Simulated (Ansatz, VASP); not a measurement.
## Ag in VASP and in Ansatz

```
CELL_PARAMETERS angstrom
0.00000 2.05218 2.05218
2.05218 0.00000 2.05218
2.05218 2.05218 0.00000
ATOMIC_POSITIONS crystal
Ag 0.00000 0.00000 0.00000
```

Alike in both runs: task relaxation of cell and atoms; functional PBEsol; k mesh 18 × 18 × 18; occupations gaussian, width 0.1 eV; no spin polarisation.

```csv
,VASP,Ansatz
version,VASP 6.6.1,Ansatz 0.2.0
potentials or method,"VASP PAW PBE potentials, release 64 (Ag), cutoff 600 eV","scalar-relativistic, plane waves, PAW"
valence electrons in the cell,11,19
```

Ansatz gave:

| Property | Result |
| --- | --- |
| gap on the k mesh at the Fermi level, each at its own relaxed structure (eV) | none |
| relaxed volume (Å³/atom) | 16.66 |
| relaxed cell length with the largest relative difference (Å) | 2.867 |

**Question.** Which values does VASP return?

**Answer.** gap on the k mesh at the Fermi level, each at its own relaxed structure (eV): none; relaxed volume (Å³/atom): 16.63; relaxed cell length with the largest relative difference (Å): 2.865.

VASP's potentials were made for PBE, not for PBEsol. A gap of «none» marks a metal or a gap that the smearing closes. VASP's potentials hold 11 valence electrons a cell and Ansatz's 19, so a difference there can come from the potentials and not from the codes.
